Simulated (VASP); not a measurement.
# ErBe in VASP: a series of runs

Runs on ErBe. Level: PBE. Tasks: single point, relaxation of cell and atoms.

Program: VASP 6.6.1. These are calculated values, not measurements. Logs are shortened: lines on timing, memory, paths and dates and some standing lists are left out, and cuts for length are marked.

## Step 1: The cell of the first run

The structure is cubic, space group Pm-3m (No. 221). Conventional cell: a = 3.374 Å, b = 3.374 Å, c = 3.374 Å, α = 90.00°, β = 90.00°, γ = 90.00°. Er (site symmetry m-3m) has 8 Be at 2.92 Å and 6 Er at 3.37 Å within 3.8 Å. Be (site symmetry m-3m) has 8 Er at 2.92 Å and 6 Be at 3.37 Å within 3.8 Å.

The cell was built from a structure type or drawn by symmetry, and may not be a known phase.

## Step 2: Single point, PBE

INCAR

```
PREC = Accurate ; ENCUT = 600
EDIFF = 1E-6 ; ISMEAR = 0
SIGMA = 0.2 ; LREAL = F
LASPH = T ; NELM = 200
ALGO = Normal ; ISIF = 2
LWAVE = F ; LCHARG = T
GGA = PE ; LELF = T
LVHAR = T ; NBANDS = 12
GGA_COMPAT = F ; LMAXMIX = 6
```

KPOINTS

```
regular mesh
0
Gamma
  6 6 6
```

POSCAR

```
ErBe
1.0
    3.3741348935      0.0000000000      0.0000000000
    0.0000000000      3.3741348935      0.0000000000
    0.0000000000      0.0000000000      3.3741348935
Er Be
1 1
Direct
    0.0000000000      0.0000000000      0.0000000000
    0.5000000000      0.5000000000      0.5000000000
```

Potentials or basis: VASP PAW PBE potentials, release 64 (Er_3, Be), 4f in core.

Run with:

```bash
$ cat potpaw_PBE.64/Er_3/POTCAR potpaw_PBE.64/Be/POTCAR > POTCAR
$ mpirun -np 1 vasp_std > vasp.out
```

OUTCAR:

```text
PREC = Accurate
   ENCUT = 600
   EDIFF = 1E-6
   ISMEAR = 0
   LREAL = F
   LASPH = T
   NELM = 200
   ISIF = 2
   GGA = PE

 ion  position               nearest neighbor table
   1  0.000  0.000  0.000-   2 2.92   2 2.92   2 2.92   2 2.92   2 2.92   2 2.92   2 2.92   2 2.92

   2  0.500  0.500  0.500-   1 2.92   1 2.92   1 2.92   1 2.92   1 2.92   1 2.92   1 2.92   1 2.92

  LATTYP: Found a simple cubic cell.
 ALAT       =     3.3741348935

  Lattice vectors:

 A1 = (   3.3741348935,   0.0000000000,   0.0000000000)
 A2 = (   0.0000000000,   3.3741348935,   0.0000000000)
 A3 = (   0.0000000000,   0.0000000000,   3.3741348935)

Analysis of symmetry for initial positions (statically):
=====================================================================
 Subroutine PRICEL returns:
 Original cell was already a primitive cell.

 Routine SETGRP: Setting up the symmetry group for a
 simple cubic supercell.

 Subroutine GETGRP returns: Found 48 space group operations
 (whereof 48 operations were pure point group operations)
 out of a pool of 48 trial point group operations.

The static configuration has the point symmetry O_h .

Analysis of symmetry for dynamics (positions and initial velocities):
=====================================================================
 Subroutine PRICEL returns:
 Original cell was already a primitive cell.

 Routine SETGRP: Setting up the symmetry group for a
 simple cubic supercell.

 Subroutine GETGRP returns: Found 48 space group operations
 (whereof 48 operations were pure point group operations)
 out of a pool of 48 trial point group operations.

The dynamic configuration has the point symmetry O_h .

 Subroutine INISYM returns: Found 48 space group operations
 (whereof 48 operations are pure point group operations),
 and found     1 'primitive' translations

----------------------------------------------------------------------------------------

                                     Primitive cell

  volume of cell :      38.4138

  direct lattice vectors                    reciprocal lattice vectors
     3.374134893  0.000000000  0.000000000     0.296372265  0.000000000  0.000000000
     0.000000000  3.374134893  0.000000000     0.000000000  0.296372265  0.000000000
     0.000000000  0.000000000  3.374134893     0.000000000  0.000000000  0.296372265

  length of vectors
     3.374134893  3.374134893  3.374134893     0.296372265  0.296372265  0.296372265

  position of ions in fractional coordinates (direct lattice)
     0.000000000  0.000000000  0.000000000
[... 84 lines left out ...]
   NELECT =      11.0000    total number of electrons
   NUPDOWN=      -1.0000    fix difference up-down
   EMIN   =  10.00;   EMAX   =-10.00  energy-range for DOS
   EFERMI =   0.00;   METHOD = LEGACY
   ISMEAR =     0;   SIGMA  =   0.20  broadening in eV -4-tet -1-fermi 0-gaus
   EFERMI_NEDOS =   21; number of points for ismear=-14 and -15
   IALGO  =     38    algorithm
   IMIX   =      4    mixing-type and parameters
     AMIX     =   0.40;   BMIX     =  1.00
     AMIX_MAG =   1.60;   BMIX_MAG =  1.00
  volume/ion in A,a.u.               =      19.21       129.61
  Fermi-wavevector in a.u.,A,eV,Ry     =   1.079054  2.039117 15.842054  1.164358
  Thomas-Fermi vector in A             =   2.215009
   LORBIT       =      0    0 simple, 1 ext, 2 COOP (PROOUT), +10 PAW based schemes
   GGA     = PE    functional components
   LHFCALC =     F    Hartree Fock is set to
   AEXX    =    0.0000 exact exchange contribution
   IVDW    =     0    specifies the selected vdW correction
   LEPSILON=     F    determine dielectric tensor
   LRPA    =     F    only Hartree local field effects (RPA)
 non-spin polarized calculation
 Gauss-broadening in eV      SIGMA  =   0.20
  energy-cutoff  :      600.00
  volume of cell :       38.41
 maximum number of plane-waves:      1328
 NGX is ok and might be reduce to    28
   NGX = 13   NGY = 13   NGZ = 13

 number of electron      10.9999999 magnetization

 Free energy of the ion-electron system (eV)
  ---------------------------------------------------
  ext. energy  EPLUGINS =         0.00000000
  ---------------------------------------------------
  free energy    TOTEN  =        -8.10869008 eV

  energy without entropy =       -8.06374098  energy(sigma->0) =       -8.08621553

 E-fermi :   3.5179     XC(G=0): -10.1266

 val. band max:        3.4918869129   @ k =   0.5000   0.5000   0.0000
 cond. band min:       3.5271232682   @ k =   0.1667   0.1667   0.1667
 fundamental gap:      0.0352363553
 Fermi energy:         3.5178562488

 k-point     1 :       0.0000    0.0000    0.0000
  band No.  band energies     occupation
      1     -20.5876      2.00000
      2     -20.5876      2.00000
      3     -20.5876      2.00000
      4      -3.2370      2.00000
      5       3.3802      1.66960
      6       3.3802      1.66960
      7       7.7656      0.00000
      8       7.7656      0.00000
      9       7.7656      0.00000
     10       9.1385      0.00000
     11       9.1385      0.00000
     12       9.1385      0.00000
[... 271 lines left out ...]
 k-point    20 :       0.5000    0.5000    0.5000
  band No.  band energies     occupation
      1     -20.9385      2.00000
      2     -20.9385      2.00000
      3     -20.9385      2.00000
      4       1.3342      2.00000
      5       1.3342      2.00000
      6       1.3342      2.00000
      7       4.9229      0.00000
      8       9.8046      0.00000
      9       9.8046      0.00000
     10       9.8046      0.00000
     11      11.2621      0.00000
     12      11.2621      0.00000

------------------------ aborting loop because EDIFF is reached ----------------------------------------

  FORCE on cell =-STRESS in cart. coord.  units (eV):
  Direction    XX          YY          ZZ          XY          YZ          ZX
  --------------------------------------------------------------------------------------
  -------------------------------------------------------------------------------------
  Total        0.0219971      0.0219971      0.0219971     -0.0000000     -0.0000000      0.0000000
  in kB        0.9174641      0.9174641      0.9174641     -0.0000000     -0.0000000      0.0000000
  external PRESSURE =       0.9174641 kB  Pullay stress =       0.0000000 kB

 VOLUME and BASIS-vectors are now :
 -----------------------------------------------------------------------------
  energy-cutoff  :      600.00
  volume of cell :       38.41
      direct lattice vectors                 reciprocal lattice vectors
     3.374134893  0.000000000  0.000000000     0.296372265  0.000000000  0.000000000
     0.000000000  3.374134893  0.000000000     0.000000000  0.296372265  0.000000000
     0.000000000  0.000000000  3.374134893     0.000000000  0.000000000  0.296372265

 POSITION                                       TOTAL-FORCE (eV/Angst)
 -----------------------------------------------------------------------------------
      0.00000      0.00000      0.00000         0.000000      0.000000      0.000000
      1.68707      1.68707      1.68707         0.000000      0.000000      0.000000
 -----------------------------------------------------------------------------------
    total drift:                                0.000000     -0.000000     -0.000000

  FREE ENERGIE OF THE ION-ELECTRON SYSTEM (eV)
  ---------------------------------------------------
  free  energy   TOTEN  =        -8.1086900789 eV

  energy  without entropy=       -8.0637409819  energy(sigma->0) =       -8.08621553
```

OSZICAR:

```text
N       E                     dE             d eps       ncg     rms          rms(c)
DAV:   1     0.212689198323E+02    0.21269E+02   -0.52174E+03   724   0.929E+02
DAV:   2    -0.756356914757E+01   -0.28832E+02   -0.27670E+02   788   0.282E+02
DAV:   3    -0.825799771615E+01   -0.69443E+00   -0.68785E+00   728   0.318E+01
DAV:   4    -0.826178239985E+01   -0.37847E-02   -0.37809E-02   760   0.165E+00
DAV:   5    -0.826180205660E+01   -0.19657E-04   -0.19651E-04   608   0.113E-01    0.239E+01
DAV:   6    -0.811209663057E+01    0.14971E+00   -0.20466E-01   796   0.524E+00    0.144E+01
DAV:   7    -0.811730722829E+01   -0.52106E-02   -0.16848E-01   788   0.499E+00    0.717E-01
DAV:   8    -0.810880158730E+01    0.85056E-02   -0.35353E-02   800   0.177E+00    0.270E-01
DAV:   9    -0.810869419565E+01    0.10739E-03   -0.82012E-04   788   0.274E-01    0.578E-02
DAV:  10    -0.810869070190E+01    0.34937E-05   -0.43374E-05   768   0.515E-02    0.849E-02
DAV:  11    -0.810869007888E+01    0.62302E-06   -0.43157E-06   728   0.150E-02
   1 F= -.81086901E+01 E0= -.80862155E+01  d E =-.449491E-01
```

stdout:

```text
POSCAR found type information on POSCAR ErBe
 POSCAR found :  2 types and       2 ions
 scaLAPACK will be used
 LDA part: xc-table for (Slater+PW92), standard interpolation
 POSCAR, INCAR and KPOINTS ok, starting setup
 FFT: planning ... GRIDC
 FFT: planning ... GRID_SOFT
 FFT: planning ... GRID
 WAVECAR not read
 entering main loop
```

It took 34 s on 1 thread of AMD EPYC 7R43 (Zen 3), shared host; peak memory 0.13 GiB.

Results:

```
Free energy            : -8.1087 eV
Pressure               : 0.1 GPa
Band gap on the k mesh : zero (an odd number of electrons rules out a gap without spin polarisation)
```

Caveat: spin-orbit coupling is left out, which moves the levels of the heavy elements; the 4f electrons are frozen in the core, so they carry no moment and show no levels.

## Step 3: Single point, PBE

This run uses another cell than the first one, of 19.09 Å³/atom.

INCAR

```
SYSTEM = ErBe
PREC     = Accurate       ! precision mode
ENCUT    = 600            ! plane-wave cutoff, eV
EDIFF    = 1E-6           ! SCF threshold, eV
ISMEAR   = 0              ! smearing method
SIGMA    = 0.2            ! smearing width, eV
LREAL    = .FALSE.        ! projectors in reciprocal space
LASPH    = .TRUE.         ! aspherical terms in the spheres
NELM     = 200            ! most SCF steps
ALGO     = Normal         ! electronic algorithm
ISIF     = 2              ! what is computed and relaxed
LWAVE    = .FALSE.        ! write WAVECAR
LCHARG   = .FALSE.        ! write CHGCAR
GGA      = PE             ! functional
NBANDS   = 12             ! bands
GGA_COMPAT= .FALSE.      
LMAXMIX  = 6              ! l up to which the mixer works
```

KPOINTS

```
regular mesh
0
G
  6 6 6
  0 0 0
```

POSCAR

```
ErBe
1.0
    3.3673233190      0.0000000000      0.0000000000
    0.0000000000      3.3673233190      0.0000000000
    0.0000000000      0.0000000000      3.3673233190
Er Be
1 1
Direct
    0.5000000000      0.5000000000      0.5000000000
    0.0000000000      0.0000000000      0.0000000000
```

Potentials or basis: VASP PAW PBE potentials, release 64 (Er_3, Be), 4f in core.

Run with:

```bash
$ cat potpaw_PBE.64/Er_3/POTCAR potpaw_PBE.64/Be/POTCAR > POTCAR
$ mpirun -np 1 vasp_std > vasp.out
```

Wall time 16 s (1 thread of AMD EPYC 7R43 (Zen 3), shared host); peak memory 0.13 GiB.

It converged, with:

```
Free energy            : -8.1083 eV
Pressure               : 0.5 GPa
Band gap on the k mesh : zero (an odd number of electrons rules out a gap without spin polarisation)
```

Levels at points of the mesh, in eV from the Fermi level:
```csv
k point,band 2,band 3,band 4,band 5,band 6,band 7,band 8,band 9,band 10,band 11
"(0.00, 0.00, 0.00)",-24.08,-24.08,-6.77,-0.14,-0.14,4.27,4.27,4.27,5.65,5.65
"(0.50, 0.00, 0.00)",-24.04,-24.04,-3.82,-2.93,0.81,1.60,1.60,6.06,7.19,8.17
"(0.50, 0.50, 0.00)",-24.51,-23.99,-3.43,-0.12,-0.12,-0.02,3.45,3.45,5.86,7.60
"(0.50, 0.50, 0.50)",-24.44,-24.44,-2.20,-2.20,-2.20,1.43,6.34,6.34,6.34,7.80
```

Caveat: spin-orbit coupling is left out, which moves the levels of the heavy elements; the 4f electrons are frozen in the core, so they carry no moment and show no levels. Spin polarisation is off, so any magnetic state and its effect on volume and gap are missing.

## Step 4: Single point, PBE

This run uses another cell than the first one, of 19.06 Å³/atom.

INCAR

```
PREC = Accurate ; ENCUT = 600
EDIFF = 1E-6 ; ISMEAR = 0
SIGMA = 0.1 ; LREAL = False
LASPH = True ; NELM = 200
ALGO = Normal ; ISIF = 2
LWAVE = False ; LCHARG = False
GGA = PE ; NBANDS = 12
GGA_COMPAT = False ; LMAXMIX = 6
```

KPOINTS

```
Automatic mesh
0
Gamma
  6 6 6
```

POSCAR

```
ErBe
1.0
    3.3654211622      0.0000000000      0.0000000000
    0.0000000000      3.3654211622      0.0000000000
    0.0000000000      0.0000000000      3.3654211622
Er Be
1 1
Direct
    0.5000000000      0.5000000000      0.5000000000
    0.0000000000      0.0000000000      0.0000000000
```

Run with:

```bash
$ cat potpaw_PBE.64/Er_3/POTCAR potpaw_PBE.64/Be/POTCAR > POTCAR
$ mpirun -np 1 vasp_std > vasp.out
```

It took 15 s on 1 thread of AMD EPYC 7R43 (Zen 3), shared host; peak memory 0.13 GiB.

It converged, with:

| Item | Value |
| --- | --- |
| Free energy | -8.0901 eV |
| Pressure | 0.7 GPa |
| Band gap on the k mesh | zero (an odd number of electrons rules out a gap without spin polarisation) |

Levels at points of the mesh, in eV from the Fermi level:
```
           k point  band 4  band 5  band 6  band 7  band 8  band 9
(0.00, 0.00, 0.00)   -6.78   -0.15   -0.15    4.27    4.27    4.27
(0.50, 0.00, 0.00)   -3.83   -2.93    0.81    1.60    1.60    6.08
(0.50, 0.50, 0.00)   -3.44   -0.12   -0.12   -0.02    3.46    3.46
(0.50, 0.50, 0.50)   -2.21   -2.21   -2.21    1.43    6.35    6.35
```

Caveat: spin-orbit coupling is left out, which moves the levels of the heavy elements; the 4f electrons are frozen in the core, so they carry no moment and show no levels.

## Step 5: Single point, PBE

INCAR

```
SYSTEM = ErBe
ALGO = Normal ; EDIFF = 1E-6
ENCUT = 600 ; GGA = PE
GGA_COMPAT = .FALSE. ; ISIF = 2
ISMEAR = 0 ; LASPH = .TRUE.
LCHARG = .FALSE. ; LMAXMIX = 6
LREAL = .FALSE. ; LWAVE = .FALSE.
NBANDS = 12 ; NELM = 200
PREC = Accurate ; SIGMA = 0.2
```

KPOINTS

```
k-points
0
G
  7 7 5
  0 0 0
```

POSCAR

```
ErBe
1.0
    3.3903372281      0.0000000000      0.0000000000
    0.0000000000      3.3903372281      0.0000000000
    0.0000000000      0.0000000000      3.3408511377
Er Be
1 1
Direct
    0.5000000000      0.5000000000      0.5000000000
    0.0000000000      0.0000000000      0.0000000000
```

Potentials or basis: VASP PAW PBE potentials, release 64 (Er_3, Be), 4f in core.

Run with:

```bash
$ cat potpaw_PBE.64/Er_3/POTCAR potpaw_PBE.64/Be/POTCAR > POTCAR
$ mpirun -np 1 vasp_std > vasp.out
```

OUTCAR:

```text
SYSTEM = ErBe
   EDIFF = 1E-6
   ENCUT = 600
   GGA = PE
   ISIF = 2
   ISMEAR = 0
   LASPH = .TRUE.
   LREAL = .FALSE.
   NELM = 200
   PREC = Accurate

 ion  position               nearest neighbor table
   1  0.500  0.500  0.500-   2 2.92   2 2.92   2 2.92   2 2.92   2 2.92   2 2.92   2 2.92   2 2.92

   2  0.000  0.000  0.000-   1 2.92   1 2.92   1 2.92   1 2.92   1 2.92   1 2.92   1 2.92   1 2.92

  LATTYP: Found a simple tetragonal cell.
 ALAT       =     3.3903372281
 C/A-ratio  =     0.9854037852

  Lattice vectors:

[... 549 lines left out ...]

  FORCE on cell =-STRESS in cart. coord.  units (eV):
  Direction    XX          YY          ZZ          XY          YZ          ZX
  --------------------------------------------------------------------------------------
  -------------------------------------------------------------------------------------
  Total       -0.0164570     -0.0164570      0.0159039      0.0000000      0.0000000     -0.0000000
  in kB       -0.6866227     -0.6866227      0.6635448      0.0000000      0.0000000     -0.0000000
  external PRESSURE =      -0.2365668 kB  Pullay stress =       0.0000000 kB

 VOLUME and BASIS-vectors are now :
 -----------------------------------------------------------------------------
  energy-cutoff  :      600.00
  volume of cell :       38.40
      direct lattice vectors                 reciprocal lattice vectors
     3.390337228  0.000000000  0.000000000     0.294955909  0.000000000  0.000000000
     0.000000000  3.390337228  0.000000000     0.000000000  0.294955909  0.000000000
     0.000000000  0.000000000  3.340851138     0.000000000  0.000000000  0.299324920

 POSITION                                       TOTAL-FORCE (eV/Angst)
 -----------------------------------------------------------------------------------
      1.69517      1.69517      1.67043         0.000000      0.000000      0.000000
      0.00000      0.00000      0.00000         0.000000      0.000000      0.000000
 -----------------------------------------------------------------------------------
    total drift:                                0.000000      0.000000      0.000000

  FREE ENERGIE OF THE ION-ELECTRON SYSTEM (eV)
  ---------------------------------------------------
  free  energy   TOTEN  =        -8.1135215144 eV

  energy  without entropy=       -8.0750108323  energy(sigma->0) =       -8.09426617
```

stdout:

```text
POSCAR found type information on POSCAR ErBe
 POSCAR found :  2 types and       2 ions
 scaLAPACK will be used
 LDA part: xc-table for (Slater+PW92), standard interpolation
 POSCAR, INCAR and KPOINTS ok, starting setup
 FFT: planning ... GRIDC
 FFT: planning ... GRID_SOFT
 FFT: planning ... GRID
 WAVECAR not read
 entering main loop
```

Run time: 31 s. Hardware: 1 thread of AMD EPYC 7R43 (Zen 3), shared host; peak memory 0.12 GiB.

What came out:

```
Free energy            : -8.1135 eV
Pressure               : 0.0 GPa
Band gap on the k mesh : zero (an odd number of electrons rules out a gap without spin polarisation)
```

Stress tensor (GPa, compression positive):
```
-0.07  0.00  0.00
 0.00 -0.07  0.00
 0.00  0.00  0.07
```

Caveat: the k points lie up to 0.38 Å⁻¹ apart, too coarse for converged energies and pressures of a metal; spin-orbit coupling is left out, which moves the levels of the heavy elements; the 4f electrons are frozen in the core, so they carry no moment and show no levels. Spin polarisation is off, so any magnetic state and its effect on volume and gap are missing.

(Part 1 of 2 ends here.)
